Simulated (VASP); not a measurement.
Wanted: the native input for a VASP 6.6.1 run.

| Item | Value |
| --- | --- |
| Task | single point |
| Functional | PBE |
| Potentials or basis | VASP PAW PBE potentials, release 64 (Al, Cu) |
| Cutoff | 520 eV |
| k mesh | 10 × 10 × 14 |
| Occupations | gaussian, width 0.15 eV |
| Spin | no spin polarisation |
| Dipole correction | no |
| Further INCAR settings | ALGO = Fast; EDIFF = 1e-06; NBANDS = 16 |

The structure of Al2Cu lies in POSCAR:

```
Al2Cu
1.0
    4.1211626268      0.0000000000      0.0000000000
    0.0000000000      4.1211626268      0.0000000000
    0.0000000000      0.0000000000      2.6540000000
Al Cu
2 1
Direct
    0.5000000000      0.0000000000      0.5000000000
    0.0000000000      0.5000000000      0.5000000000
    0.0000000000      0.0000000000      0.0000000000
```

One way to write it, as run:

INCAR

```
SYSTEM = Al2Cu
ALGO = Fast
EDIFF = 1E-6
ENCUT = 520
GGA = PE
ISIF = 2
ISMEAR = 0
LASPH = .TRUE.
LCHARG = .FALSE.
LREAL = .FALSE.
LWAVE = .FALSE.
NBANDS = 16
NELM = 100
PREC = Accurate
SIGMA = 0.15
```

KPOINTS

```
k-points
0
G
  10 10 14
  0 0 0
```

Potentials or basis: VASP PAW PBE potentials, release 64 (Al, Cu).

Command:

```sh
$ cat potpaw_PBE.64/Al/POTCAR potpaw_PBE.64/Cu/POTCAR > POTCAR
$ mpirun -np 1 vasp_std > vasp.out
```

It gave:

The pressure is 10.2 GPa.

It took 43 s on 1 thread of Intel(R) Xeon(R) 6975P-C (Granite Rapids), with other jobs on the host, peak memory 0.23 GiB.
